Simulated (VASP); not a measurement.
# Au in VASP: notebook, part 2 of 2

VASP 6.6.1. Earlier steps stand in the parts before.

### 3 Single point, PBE

File INCAR:

```
SYSTEM = Au
PREC = Accurate
ENCUT = 520
EDIFF = 1E-6
ISMEAR = -1
SIGMA = 0.15
LREAL = .False.
LASPH = .True.
NELM = 100
ALGO = Fast
ISIF = 2
LWAVE = .False.
LCHARG = .False.
GGA = PE
NBANDS = 18
```

File KPOINTS:

```
Automatic mesh
0
Gamma
  16 16 10
  0 0 0
```

File POSCAR:

```
Au
1.0
    1.4582280097     -2.5259136509      0.0000000000
    1.4582280097      2.5259136509      0.0000000000
    0.0000000000      0.0000000000      4.8893443215
Au
2
Direct
    0.6666363786      0.3333636214      0.2500000000
    0.3333636214      0.6666363786      0.7500000000
```

Potentials or basis: VASP PAW PBE potentials, release 64 (Au).

Run with:

```console
cat potpaw_PBE.64/Au/POTCAR > POTCAR
mpirun -np 1 vasp_std > vasp.out
```

OUTCAR:

```text
SYSTEM = Au
   PREC = Accurate
   ENCUT = 520
   EDIFF = 1E-6
   ISMEAR = -1
   LREAL = .False.
   LASPH = .True.
   NELM = 100
   ISIF = 2
   GGA = PE

 ion  position               nearest neighbor table
   1  0.667  0.333  0.250-   2 2.97   2 2.97   2 2.97   2 2.97   2 2.97   2 2.97
   2  0.333  0.667  0.750-   1 2.97   1 2.97   1 2.97   1 2.97   1 2.97   1 2.97

  LATTYP: Found a base centered orthorhombic cell.
 ALAT       =     2.9164560194
 B/A-ratio  =     1.7321801763
 C/A-ratio  =     1.6764677022

  Lattice vectors:

 A1 = (   1.4582280097,  -2.5259136509,   0.0000000000)
 A2 = (   1.4582280097,   2.5259136509,   0.0000000000)
 A3 = (   0.0000000000,   0.0000000000,   4.8893443215)

Analysis of symmetry for initial positions (statically):
=====================================================================
 Subroutine PRICEL returns:
 Original cell was already a primitive cell.

 Routine SETGRP: Setting up the symmetry group for a
 base centered orthorhombic supercell.

 Subroutine GETGRP returns: Found  8 space group operations
 (whereof  4 operations were pure point group operations)
[... 164 lines left out ...]

  energy without entropy =       -6.40210492  energy(sigma->0) =       -6.42599512

 E-fermi :   8.5626     XC(G=0): -12.3874

 val. band max:        8.4881393560   @ k =   0.2500   0.2500   0.2000
 cond. band min:       8.5735973513   @ k =   0.5000   0.0625   0.2000
 fundamental gap:      0.0854579953
 Fermi energy:         8.5625927057

 k-point     1 :       0.0000    0.0000    0.0000
  band No.  band energies     occupation
      1      -0.7066      2.00000
      2       1.6737      2.00000
      3       4.0188      2.00000
      4       4.2677      2.00000
      5       4.2688      2.00000
      6       4.5514      2.00000
[... 481 lines left out ...]
      5       4.3449      2.00000
      6       4.5114      2.00000
[... 10 lines left out ...]
     17      25.8445      0.00000
     18      26.1383      0.00000

 [... further k-points ...]

------------------------ aborting loop because EDIFF is reached ----------------------------------------

  FORCE on cell =-STRESS in cart. coord.  units (eV):
  Direction    XX          YY          ZZ          XY          YZ          ZX
  --------------------------------------------------------------------------------------
  -------------------------------------------------------------------------------------
  Total       -0.0330293     -0.0332455     -0.0376470      0.0000000      0.0000000      0.0000000
  in kB       -1.4692142     -1.4788301     -1.6746206      0.0000000      0.0000000      0.0000000
  external PRESSURE =      -1.5408883 kB  Pullay stress =       0.0000000 kB

 VOLUME and BASIS-vectors are now :
 -----------------------------------------------------------------------------
  energy-cutoff  :      520.00
  volume of cell :       36.02
      direct lattice vectors                 reciprocal lattice vectors
     1.458228010 -2.525913651  0.000000000     0.342881906 -0.197948176  0.000000000
     1.458228010  2.525913651  0.000000000     0.342881906  0.197948176  0.000000000
     0.000000000  0.000000000  4.889344322     0.000000000  0.000000000  0.204526402

 POSITION                                       TOTAL-FORCE (eV/Angst)
 -----------------------------------------------------------------------------------
      1.45823     -0.84182      1.22234         0.000000     -0.000097     -0.000000
      1.45823      0.84182      3.66701         0.000000      0.000097      0.000000
 -----------------------------------------------------------------------------------
    total drift:                                0.000000      0.000000      0.000000

  FREE ENERGIE OF THE ION-ELECTRON SYSTEM (eV)
  ---------------------------------------------------
  free  energy   TOTEN  =        -6.4498853252 eV

  energy  without entropy=       -6.4021049221  energy(sigma->0) =       -6.42599512
```

Wall time 4.4 min (1 thread of Intel Xeon Platinum 8259CL at 2.50GHz (Skylake/Cascade Lake), shared host); peak memory 0.34 GiB.

What came out:

| Quantity | Value |
| --- | --- |
| Free energy | -6.4499 eV |
| Pressure | -0.2 GPa |
| Band gap on the k mesh | zero (band 11 reaches 12.13 eV, above the bottom of band 12 at 6.01 eV) |

Caveat: spin-orbit coupling is left out, which moves the levels of the heavy elements.

### 4 Single point, PBE (biaxial strain in the a-b plane: -1.0 %)

File INCAR:

```
SYSTEM = Au
  PREC = Accurate
  ENCUT = 520
  EDIFF = 1E-7
  ISMEAR = 0
  SIGMA = 0.1
  LREAL = .False.
  LASPH = .True.
  NELM = 60
  ALGO = Fast
  ISIF = 2
  LWAVE = .False.
  LCHARG = .True.
  GGA = PE
  LELF = .True.
  LVHAR = .True.
  NBANDS = 30
```

File KPOINTS:

```
regular mesh
0
Gamma
  18 10 12
  0 0 0
```

File POSCAR:

```
Au
1.0
    2.8367671296      0.0000000000      0.0000000000
    0.0000000000      5.0893544556      0.0000000000
    0.0000000000      0.0000000000      4.9214856909
Au
4
Direct
    0.0000000000      0.3360485559      0.7500000000
    0.5000000000      0.1639514441      0.2500000000
    0.5000000000      0.8360485559      0.7500000000
    0.0000000000      0.6639514441      0.2500000000
```

Run with:

```console
cat potpaw_PBE.64/Au/POTCAR > POTCAR
mpirun -np 1 vasp_std > vasp.out
```

It took 5.1 min on 1 thread of Intel Xeon 6975P-C (Granite Rapids), shared host; peak memory 0.68 GiB.

The run converged. Its results:

```yaml
Free_energy: -12.8494 eV
Pressure: 1.8 GPa
Largest_force: 0.004 eV/Å
Band_gap_on_the_k_mesh: zero (band 22 reaches 10.97 eV, above the bottom of band 23 at 6.76 eV)
```

Forces in eV/Å, atoms in the order of the input:
```
Au   0.000  0.004  0.000
Au   0.000 -0.004  0.000
Au   0.000  0.004  0.000
Au   0.000 -0.004  0.000
```

Stress tensor (GPa, compression positive):
```
3.02 0.00 0.00
0.00 1.48 0.00
0.00 0.00 1.02
```

Levels at points of the mesh, in eV from the Fermi level:
| k point | band 20 | band 21 | band 22 | band 23 | band 24 | band 25 |
| --- | --- | --- | --- | --- | --- | --- |
| (0.00, 0.00, 0.00) | -1.88 | -1.71 | -1.05 | 0.29 | 1.29 | 2.29 |
| (0.50, 0.00, 0.00) | -1.89 | 0.13 | 0.13 | 4.32 | 4.32 | 5.72 |
| (0.00, 0.50, 0.00) | -2.95 | -2.01 | -2.01 | 2.44 | 2.44 | 3.01 |
| (0.50, 0.50, 0.00) | -1.66 | 0.46 | 0.46 | 1.70 | 1.70 | 5.64 |
| (0.00, 0.00, 0.50) | -2.34 | -1.78 | -1.78 | 0.33 | 0.33 | 3.53 |
| (0.50, 0.00, 0.50) | -1.90 | 1.13 | 1.13 | 1.13 | 1.13 | 6.58 |
| (0.00, 0.50, 0.50) | -2.54 | -2.03 | -2.03 | -2.03 | -2.03 | 9.95 |
| (0.50, 0.50, 0.50) | -1.71 | 0.67 | 0.67 | 0.67 | 0.67 | 3.94 |

Caveat: the cell differs from its parent crystal (biaxial strain in the a-b plane: -1.0 %); spin-orbit coupling is left out, which moves the levels of the heavy elements.

### 5 Single point, PBE (volume scaled by 1.10, then relaxed in part)

File INCAR:

```
PREC = Accurate
ENCUT = 520
EDIFF = 1E-6
ISMEAR = 0
SIGMA = 0.1
LREAL = False
LASPH = True
NELM = 80
ALGO = Fast
ISIF = 2
LWAVE = False
LCHARG = True
GGA = PE
LELF = True
LVHAR = True
NBANDS = 18
```

File KPOINTS:

```
regular mesh
0
Gamma
  16 16 10
```

File POSCAR:

```
Au
1.0
    1.4655321428     -2.6482932156      0.0000000000
    1.4655321428      2.6482932156      0.0000000000
    0.0000000000      0.0000000000      5.1060553664
Au
2
Direct
    0.6691288427      0.3308711573      0.2500000000
    0.3308711573      0.6691288427      0.7500000000
```

Run with:

```console
cat potpaw_PBE.64/Au/POTCAR > POTCAR
mpirun -np 1 vasp_std > vasp.out
```

It took 2.6 min on 1 thread of Oxide Virtual Turin-like, shared host; peak memory 0.33 GiB.

The run converged. Its results:

| Quantity | Value |
| --- | --- |
| Free energy | -6.3015 eV |
| Pressure | -9.8 GPa |
| Band gap on the k mesh | zero (band 11 reaches 10.73 eV, above the bottom of band 12 at 4.79 eV) |

Levels at points of the mesh, in eV from the Fermi level:
| k point | band 7 | band 8 | band 9 | band 10 | band 11 | band 12 | band 13 | band 14 | band 15 | band 16 |
| --- | --- | --- | --- | --- | --- | --- | --- | --- | --- | --- |
| (0.00, 0.00, 0.00) | -3.45 | -3.06 | -3.03 | -2.13 | -1.99 | -0.53 | 1.83 | 14.59 | 15.21 | 16.41 |
| (0.50, 0.00, 0.00) | -3.05 | -1.95 | -1.77 | -1.63 | 0.55 | 1.45 | 5.42 | 6.35 | 6.93 | 9.71 |
| (0.50, 0.50, 0.00) | -3.02 | -1.86 | -1.81 | -1.70 | 0.21 | 1.08 | 5.01 | 6.03 | 6.36 | 10.50 |
| (0.00, 0.00, 0.50) | -3.69 | -3.69 | -2.44 | -2.44 | -2.36 | -2.36 | 9.34 | 9.34 | 14.81 | 14.81 |
| (0.50, 0.00, 0.50) | -2.16 | -2.16 | -1.68 | -1.68 | 0.90 | 0.90 | 3.44 | 3.44 | 12.39 | 12.39 |
| (0.50, 0.50, 0.50) | -2.24 | -2.24 | -1.74 | -1.74 | 0.64 | 0.64 | 2.91 | 2.91 | 12.13 | 12.13 |

Caveat: spin-orbit coupling is left out, which moves the levels of the heavy elements.

### 6 The runs side by side

| cell | k mesh | smearing | gap on the mesh (eV) | pressure (GPa) |
| --- | --- | --- | --- | --- |
| a = 2.865, b = 2.943, c = 4.892 Å, angles 90.0, 90.0, 119.1°, 2 atoms | 14 × 13 × 7 | gaussian 0.1 eV | none | -0.3 |
| a = 2.917, b = 2.917, c = 4.889 Å, angles 90.0, 90.0, 120.0°, 2 atoms | 16 × 16 × 10 | fermi-dirac 0.15 eV | none | -0.2 |
| a = 2.837, b = 5.089, c = 4.921 Å, 4 atoms | 18 × 10 × 12 | gaussian 0.1 eV | none | 1.8 |
| a = 3.027, b = 3.027, c = 5.106 Å, angles 90.0, 90.0, 122.1°, 2 atoms | 16 × 16 × 10 | gaussian 0.1 eV | none | -9.8 |

Alike in all rows: task single point; level PBE; potentials or basis VASP PAW PBE potentials, release 64 (Au); no spin polarisation; cutoff (eV) 520.

Caveats: spin-orbit coupling is left out, which moves the levels of the heavy elements.

Absolute energies hang on the potentials; compare differences alone.
